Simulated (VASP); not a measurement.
# AgCl (Fm-3m) in VASP: further runs

Runs on AgCl. Level: LDA. Tasks: elastic constants.

Everything below comes from runs of VASP 6.6.1. Logs are shortened: lines on timing, memory, paths and dates and some standing lists are left out, and cuts for length are marked.

**1. The cell of the first run**

It takes space group Fm-3m (No. 225, cubic). Conventional cell: a = 5.354 Å, b = 5.354 Å, c = 5.354 Å, α = 90.00°, β = 90.00°, γ = 90.00°. Ag (site symmetry m-3m) has 6 Cl at 2.68 Å within 3.5 Å. Cl (site symmetry m-3m) has 6 Ag at 2.68 Å within 3.5 Å.

**2. Elastic constants, LDA**

The input, INCAR:

```
SYSTEM = AgCl
  PREC = Accurate
  ENCUT = 600
  EDIFF = 1E-8
  ISMEAR = 0
  SIGMA = 0.01
  LREAL = .FALSE.
  LASPH = .TRUE.
  NELM = 100
  ALGO = Normal
  ISIF = 3
  LWAVE = .FALSE.
  LCHARG = .TRUE.
  GGA = CA
  NBANDS = 16
  IBRION = 6
  NFREE = 2
  POTIM = 0.015
  NSW = 1
```

The input, KPOINTS:

```
Automatic mesh
0
G
  8 8 8
  0 0 0
```

The input, POSCAR:

```
AgCl
1.0
    0.0000000000      2.6770630947      2.6770630947
    2.6770630947      0.0000000000      2.6770630947
    2.6770630947      2.6770630947      0.0000000000
Ag Cl
1 1
Direct
    0.0000000000      0.0000000000      0.0000000000
    0.5000000000      0.5000000000      0.5000000000
```

Potentials or basis: VASP PAW LDA potentials, release 64 (Ag, Cl).

Started as:

```console
cat potpaw_LDA.64/Ag/POTCAR potpaw_LDA.64/Cl/POTCAR > POTCAR
mpirun -np 1 vasp_std > vasp.out
```

OUTCAR:

```text
SYSTEM = AgCl
   PREC = Accurate
   ENCUT = 600
   EDIFF = 1E-8
   ISMEAR = 0
   LREAL = .FALSE.
   LASPH = .TRUE.
   NELM = 100
   ISIF = 3
   GGA = CA
   IBRION = 6
   NFREE = 2
   POTIM = 0.015
   NSW = 1

 ion  position               nearest neighbor table
   1  0.000  0.000  0.000-   2 2.68   2 2.68   2 2.68   2 2.68   2 2.68   2 2.68
   2  0.500  0.500  0.500-   1 2.68   1 2.68   1 2.68   1 2.68   1 2.68   1 2.68

  LATTYP: Found a face centered cubic cell.
 ALAT       =     5.3541261894

  Lattice vectors:

 A1 = (   0.0000000000,   2.6770630947,   2.6770630947)
 A2 = (   2.6770630947,   0.0000000000,   2.6770630947)
 A3 = (   2.6770630947,   2.6770630947,   0.0000000000)

Analysis of symmetry for initial positions (statically):
=====================================================================
 Subroutine PRICEL returns:
 Original cell was already a primitive cell.

 Routine SETGRP: Setting up the symmetry group for a
 face centered cubic supercell.

 Subroutine GETGRP returns: Found 48 space group operations
 (whereof 48 operations were pure point group operations)
 out of a pool of 48 trial point group operations.

The static configuration has the point symmetry O_h .

Analysis of symmetry for dynamics (positions and initial velocities):
=====================================================================
 Subroutine PRICEL returns:
 Original cell was already a primitive cell.

 Routine SETGRP: Setting up the symmetry group for a
 face centered cubic supercell.

 Subroutine GETGRP returns: Found 48 space group operations
 (whereof 48 operations were pure point group operations)
 out of a pool of 48 trial point group operations.

The dynamic configuration has the point symmetry O_h .

 Subroutine INISYM returns: Found 48 space group operations
 (whereof 48 operations are pure point group operations),
 and found     1 'primitive' translations

----------------------------------------------------------------------------------------

                                     Primitive cell

  volume of cell :      38.3712

  direct lattice vectors                    reciprocal lattice vectors
     0.000000000  2.677063095  2.677063095    -0.186771840  0.186771840  0.186771840
     2.677063095  0.000000000  2.677063095     0.186771840 -0.186771840  0.186771840
     2.677063095  2.677063095  0.000000000     0.186771840  0.186771840 -0.186771840

  length of vectors
     3.785938936  3.785938936  3.785938936     0.323498316  0.323498316  0.323498316

  position of ions in fractional coordinates (direct lattice)
     0.000000000  0.000000000  0.000000000
     0.500000000  0.500000000  0.500000000

  ion indices of the primitive-cell ions
   primitive index   ion index
                 1           1
                 2           2

----------------------------------------------------------------------------------------

 KPOINTS: Automatic mesh

Automatic generation of k-mesh.
 Grid dimensions read from file:
 generate k-points for:    8    8    8

 Generating k-lattice:
[... 102 lines left out ...]

 number of electron      17.9999997 magnetization

 Free energy of the ion-electron system (eV)
  ---------------------------------------------------
  ext. energy  EPLUGINS =         0.00000000
  ---------------------------------------------------
  free energy    TOTEN  =        -6.79291702 eV

  energy without entropy =       -6.79291702  energy(sigma->0) =       -6.79291702

------------------------ aborting loop because EDIFF is reached ----------------------------------------

  FORCE on cell =-STRESS in cart. coord.  units (eV):
  Direction    XX          YY          ZZ          XY          YZ          ZX
  --------------------------------------------------------------------------------------
  -------------------------------------------------------------------------------------
  Total        0.0128391      0.0128391      0.0128391      0.0000000      0.0000000     -0.0000000
  in kB        0.5360913      0.5360913      0.5360913      0.0000000      0.0000000     -0.0000000
  external PRESSURE =       0.5360913 kB  Pullay stress =       0.0000000 kB
[... 89 lines left out ...]
  FREE ENERGIE OF THE ION-ELECTRON SYSTEM (eV)
  ---------------------------------------------------
  free  energy   TOTEN  =        -6.7898778792 eV

  energy  without entropy=       -6.7898778792  energy(sigma->0) =       -6.78987788

[... ionic steps 4 to 14 ...]

--------------------------------------- Ionic step       15  -------------------------------------------

 number of electron      17.9999999 magnetization

------------------------ aborting loop because EDIFF is reached ----------------------------------------
[... 67 lines left out ...]
--------------------------------------- Ionic step       17  -------------------------------------------

 number of electron      17.9999997 magnetization

 Free energy of the ion-electron system (eV)
  ---------------------------------------------------
  ext. energy  EPLUGINS =         0.00000000
  ---------------------------------------------------
  free energy    TOTEN  =        -6.79272890 eV

  energy without entropy =       -6.79272890  energy(sigma->0) =       -6.79272890

 E-fermi :   5.0650     XC(G=0): -10.9800

 val. band max:        5.0161146423   @ k =   0.5000   0.0000   0.0000
 cond. band min:       5.6718750558   @ k =   0.0000   0.0000   0.0000
 fundamental gap:      0.6557604135
 Fermi energy:         5.0649983159

 k-point     1 :       0.0000    0.0000    0.0000
  band No.  band energies     occupation
      1     -10.7944      2.00000
      2       2.0019      2.00000
      3       2.0019      2.00000
      4       2.0077      2.00000
      5       2.0343      2.00000
      6       2.0547      2.00000
[... 433 lines left out ...]
      3       0.1200      2.00000
      4       0.1975      2.00000
      5       2.4147      2.00000
      6       2.4991      2.00000
[... 8 lines left out ...]
     15      18.6661      0.00000
     16      20.2080      0.00000

 [... further k-points ...]

------------------------ aborting loop because EDIFF is reached ----------------------------------------

  FORCE on cell =-STRESS in cart. coord.  units (eV):
  Direction    XX          YY          ZZ          XY          YZ          ZX
  --------------------------------------------------------------------------------------
  -------------------------------------------------------------------------------------
  Total        0.0163218      0.0123386      0.0123386      0.0000000      0.0000000      0.0000000
  in kB        0.6815106      0.5151936      0.5151936      0.0000000      0.0000000      0.0000000
  external PRESSURE =       0.5706326 kB  Pullay stress =       0.0000000 kB
[... 17 lines left out ...]
  FREE ENERGIE OF THE ION-ELECTRON SYSTEM (eV)
  ---------------------------------------------------
  free  energy   TOTEN  =        -6.7927288997 eV

  energy  without entropy=       -6.7927288997  energy(sigma->0) =       -6.79272890

 INTERNAL STRAIN TENSORS FROM STRAINED CELLS
 ============================================

 INTERNAL STRAIN TENSOR FOR ION    1 for displacements in x,y,z  (eV/Angst):
          X           Y           Z          XY          YZ          ZX
  --------------------------------------------------------------------------------
  x     0.00000    -0.00000     0.00000     0.00000    -0.00000     0.00000
  y     0.00000    -0.00000     0.00000     0.00000    -0.00000    -0.00000
  z    -0.00000     0.00000     0.00000     0.00000     0.00000     0.00000

 INTERNAL STRAIN TENSORS FROM DISPLACED ATOMS
 ============================================

 INTERNAL STRAIN TENSOR FOR ION    1 for displacements in x,y,z  (eV/Angst):
          X           Y           Z          XY          YZ          ZX
  --------------------------------------------------------------------------------
  x     0.00000     0.00000     0.00000     0.00000     0.00000     0.00000
  y     0.00000     0.00000     0.00000     0.00000     0.00000     0.00000
  z     0.00000     0.00000     0.00000     0.00000     0.00000     0.00000

 INTERNAL STRAIN TENSOR FOR ION    2 for displacements in x,y,z  (eV/Angst):
          X           Y           Z          XY          YZ          ZX
  --------------------------------------------------------------------------------
  x     0.00000     0.00000     0.00000     0.00000     0.00000     0.00000
  y     0.00000     0.00000     0.00000     0.00000     0.00000     0.00000
  z     0.00000     0.00000     0.00000     0.00000     0.00000     0.00000

 Eigenvectors and eigenvalues of the dynamical matrix
 ----------------------------------------------------

   1 f  =    3.914716 THz    24.596887 2PiTHz  130.580876 cm-1    16.189958 meV
             X         Y         Z           dx          dy          dz
      0.000000  0.000000  0.000000     0.000000   -0.037318   -0.495607
      2.677063  2.677063  2.677063     0.000000    0.065155    0.865295
[... 21 lines left out ...]
   6 f/i=    0.001583 THz     0.009943 2PiTHz    0.052787 cm-1     0.006545 meV
             X         Y         Z           dx          dy          dz
      0.000000  0.000000  0.000000    -0.295296   -0.788998   -0.207999
      2.677063  2.677063  2.677063    -0.169134   -0.451907   -0.119134

--------------------------------------------------------------------------------------------------------

 ELASTIC MODULI CONTR FROM IONIC RELAXATION (kBar)
 Direction    XX          YY          ZZ          XY          YZ          ZX
 --------------------------------------------------------------------------------
 XX           0.0000      0.0000      0.0000      0.0000      0.0000      0.0000
 YY           0.0000      0.0000      0.0000      0.0000      0.0000      0.0000
 ZZ           0.0000      0.0000      0.0000      0.0000      0.0000      0.0000
 XY           0.0000      0.0000      0.0000      0.0000      0.0000      0.0000
 YZ           0.0000      0.0000      0.0000      0.0000      0.0000      0.0000
 ZX           0.0000      0.0000      0.0000      0.0000      0.0000      0.0000
 --------------------------------------------------------------------------------

 TOTAL ELASTIC MODULI (kBar)
 Direction    XX          YY          ZZ          XY          YZ          ZX
 --------------------------------------------------------------------------------
 XX         992.8737    556.1204    556.1204      0.0000     -0.0000      0.0000
 YY         556.1204    992.8737    556.1204      0.0000      0.0000      0.0000
 ZZ         556.1204    556.1204    992.8737     -0.0000     -0.0000      0.0000
 XY           0.0000      0.0000     -0.0000     46.5942      0.0000      0.0000
 YZ          -0.0000      0.0000     -0.0000      0.0000     46.5942      0.0000
 ZX           0.0000      0.0000      0.0000      0.0000      0.0000     46.5942
 --------------------------------------------------------------------------------
```

It took 5.8 min on 1 thread of AMD EPYC 9R45 (Zen 5), shared host; peak memory 0.29 GiB.

What came out:

```yaml
Elastic_constants_C11_C12_C44: 99, 56, 5 GPa
Voigt_bulk_modulus: 70 GPa
Highest_phonon_frequency_at_Γ_LO-TO_splitting_left_out: 131 cm⁻¹
```

Phonon frequencies in cm⁻¹ (negative: imaginary):
```csv
q point,frequencies
"(0.000, 0.000, 0.000)",0 0 0 131 131 131
```

Elastic tensor in Voigt notation (GPa, in the Cartesian axes of the cell as first typed):
```
99 56 56  0  0  0
56 99 56  0  0  0
56 56 99  0  0  0
 0  0  0  5  0  0
 0  0  0  0  5  0
 0  0  0  0  0  5
```

Clamped-ion elastic tensor (GPa):
```
99 56 56  0  0  0
56 99 56  0  0  0
56 56 99  0  0  0
 0  0  0  5  0  0
 0  0  0  0  5  0
 0  0  0  0  0  5
```

**3. Elastic constants, LDA**

The input, INCAR:

```
PREC     = Accurate       # precision mode
ENCUT    = 600            # plane-wave cutoff, eV
EDIFF    = 1E-8           # SCF threshold, eV
ISMEAR   = 0              # smearing method
SIGMA    = 0.01           # smearing width, eV
LREAL    = False          # projectors in reciprocal space
LASPH    = True           # aspherical terms in the spheres
NELM     = 100            # most SCF steps
ALGO     = Normal         # electronic algorithm
ISIF     = 3              # what is computed and relaxed
LWAVE    = False          # write WAVECAR
LCHARG   = False          # write CHGCAR
NBANDS   = 16             # bands
IBRION   = 6              # ionic algorithm
NFREE    = 2            
POTIM    = 0.015          # step
NSW      = 1              # ionic steps
```

The input, KPOINTS:

```
Automatic mesh
0
Gamma
  8 8 8
```

POSCAR is that of step 2.

Potentials or basis: VASP PAW LDA potentials, release 64 (Ag, Cl).

Started as:

```console
cat potpaw_LDA.64/Ag/POTCAR potpaw_LDA.64/Cl/POTCAR > POTCAR
mpirun -np 1 vasp_std > vasp.out
```

Wall time 6 min (1 thread of AMD EPYC 9R45 (Zen 5), shared host); peak memory 0.29 GiB.

Results (log left out):

```yaml
Elastic_constants_C11_C12_C44: 99, 56, 5 GPa
Voigt_bulk_modulus: 70 GPa
Highest_phonon_frequency_at_Γ_LO-TO_splitting_left_out: 131 cm⁻¹
```

Phonon frequencies in cm⁻¹ (negative: imaginary):
```csv
q point,frequencies
"(0.000, 0.000, 0.000)",0 0 0 131 131 131
```

Elastic tensor in Voigt notation (GPa, in the Cartesian axes of the cell as first typed):
```
99 56 56  0  0  0
56 99 56  0  0  0
56 56 99  0  0  0
 0  0  0  5  0  0
 0  0  0  0  5  0
 0  0  0  0  0  5
```

Clamped-ion elastic tensor (GPa):
```
99 56 56  0  0  0
56 99 56  0  0  0
56 56 99  0  0  0
 0  0  0  5  0  0
 0  0  0  0  5  0
 0  0  0  0  0  5
```
